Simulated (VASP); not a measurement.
RbBr, 2 atoms in the cell. It takes space group Pm-3m (No. 221, cubic). The conventional cell has a = 4.126 Å, b = 4.126 Å, c = 4.126 Å, α = 90.00°, β = 90.00°, γ = 90.00°. Rb (site symmetry m-3m) has 8 Br at 3.57 Å and 6 Rb at 4.13 Å within 4.7 Å. Within 4.7 Å of Br (site symmetry m-3m) lie 8 Rb at 3.57 Å and 6 Br at 4.13 Å. 

* Program: VASP 6.6.1
* Task: relaxation of cell and atoms
* Functional: PBE
* Potentials or basis: VASP PAW PBE potentials, release 64 (Rb_sv, Br)
* Cutoff: 600 eV
* k mesh: 7 × 7 × 7
* Occupations: fermi-dirac, width 0.05 eV
* Spin: no spin polarisation
* Dipole correction: no
* Further INCAR settings: ALGO = Normal; EDIFF = 1e-06; IBRION = 2; EDIFFG = -0.01; NSW = 60; ISIF = 3

Potentials or basis: VASP PAW PBE potentials, release 64 (Rb_sv, Br).

Launch:

```sh
$ cat potpaw_PBE.64/Rb_sv/POTCAR potpaw_PBE.64/Br/POTCAR > POTCAR
$ mpirun -np 1 vasp_std > vasp.out
```

Hardware: 1 thread of Intel(R) Xeon(R) Platinum 8259CL CPU @ 2.50GHz (Skylake/Cascade Lake) (shared host).

Task: How long does it take, and how much memory?

Result: Run time: 35 s on 1 thread of Intel(R) Xeon(R) Platinum 8259CL CPU @ 2.50GHz (Skylake/Cascade Lake), on a shared host, peak memory 0.22 GiB. Counts: scf iterations 30, k points 20, ion steps 3.
